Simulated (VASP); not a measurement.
## Cu: single point with r2SCAN

The system is Cu.

```
Cu
1.0
     2.53076    0.00000    0.00000
    -1.26538    2.19171    0.00000
     0.00000    0.00000    8.26182
Cu
4
Direct
  0.66667 0.33333 0.75000
  0.00000 0.00000 0.50000
  0.33333 0.66667 0.25000
  0.00000 0.00000 0.00000
```

This isn't the form of Cu at room conditions, which is fcc.

```json
{
 "Program": "VASP 6.6.1",
 "Task": "single point",
 "Functional": "r2SCAN",
 "Potentials or basis": "VASP PAW PBE potentials, release 64 (Cu)",
 "Cutoff": "520 eV",
 "k mesh": "12 × 12 × 4",
 "Occupations": "fermi-dirac, width 0.05 eV",
 "Spin": "no spin polarisation",
 "Dipole correction": "no",
 "Further INCAR settings": "ALGO = Normal; EDIFF = 1e-06; NBANDS = 30"
}
```

| Property | Result |
| --- | --- |
| Pressure | 0.6 GPa |
| Band gap on the k mesh | zero (bands 22 and 23 overlap by 5.46 eV) |

Stress tensor (GPa, compression positive):
```
0.80 0.00 0.00
0.00 0.80 0.00
0.00 0.00 0.31
```

Levels at points of the mesh, in eV from the Fermi level:
| k point | band 18 | band 19 | band 20 | band 21 | band 22 | band 23 | band 24 | band 25 | band 26 | band 27 |
| --- | --- | --- | --- | --- | --- | --- | --- | --- | --- | --- |
| (0.00, 0.00, 0.00) | -2.18 | -2.18 | -2.01 | -2.01 | -1.71 | -1.71 | -1.04 | 4.23 | 13.36 | 13.36 |
| (0.50, 0.00, 0.00) | -1.56 | -1.56 | -1.54 | -0.60 | 0.50 | 1.12 | 1.75 | 5.08 | 5.09 | 9.11 |
| (0.00, 0.00, 0.50) | -2.32 | -2.32 | -2.32 | -1.83 | -1.83 | -1.83 | -1.83 | 7.51 | 7.51 | 20.04 |
| (0.50, 0.00, 0.50) | -1.65 | -1.57 | -1.57 | 0.11 | 0.11 | 1.54 | 1.54 | 5.61 | 5.61 | 7.54 |

It took 6.4 min on 1 thread of Intel Xeon 8259CL (shared host), peak memory 0.2 GiB.

Caveat: the PAW data sets were made with another functional, which shifts forces and pressure a little.
